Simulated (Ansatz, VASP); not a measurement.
Two plane-wave programs on Ge2Sb2O

```
CELL_PARAMETERS angstrom
3.85775 0.00000 0.00000
-1.92887 3.34091 0.00000
0.00000 0.00000 7.96762
ATOMIC_POSITIONS crystal
Ge 0.66667 0.33333 0.40726
Ge 0.33333 0.66667 0.59274
Sb 0.66667 0.33333 0.83037
Sb 0.33333 0.66667 0.16963
O 0.00000 0.00000 0.00000
```

Change from the starting cell: species swapped into the Y2H2C type (P-3m1, No. 164).

Alike in both runs: functional PBE; k mesh 6 × 6 × 4; occupations gaussian, width 0.1 eV; no spin polarisation.

Ansatz relaxed the structure, and its values are those at the end. VASP's run is a single point on that final structure, the one shown.

```csv
,VASP,Ansatz
version,VASP 6.6.1,Ansatz 0.2.0
potentials or method,"VASP PAW PBE potentials, release 64 (Ge_d, Sb, O), cutoff 600 eV","scalar-relativistic, plane waves, PAW"
valence electrons in the cell,44,64
```

VASP gave:

```
gap on the k mesh at the Fermi level (eV) : none
pressure (GPa)                            : -0.5
rms of the force components (eV/Å)        : 0.012
```

Question: What did Ansatz give for the same quantities?

Answer: gap on the k mesh at the Fermi level (eV): none; pressure (GPa): -0.2; rms of the force components (eV/Å): 0.014.

A gap of «none» marks a metal or a gap that the smearing closes. With one functional, cell and mesh, what is left measures potentials, basis and numerics. VASP's potentials hold 44 valence electrons a cell and Ansatz's 64, so a difference there can come from the potentials and not from the codes.

Spin-orbit coupling is off throughout.
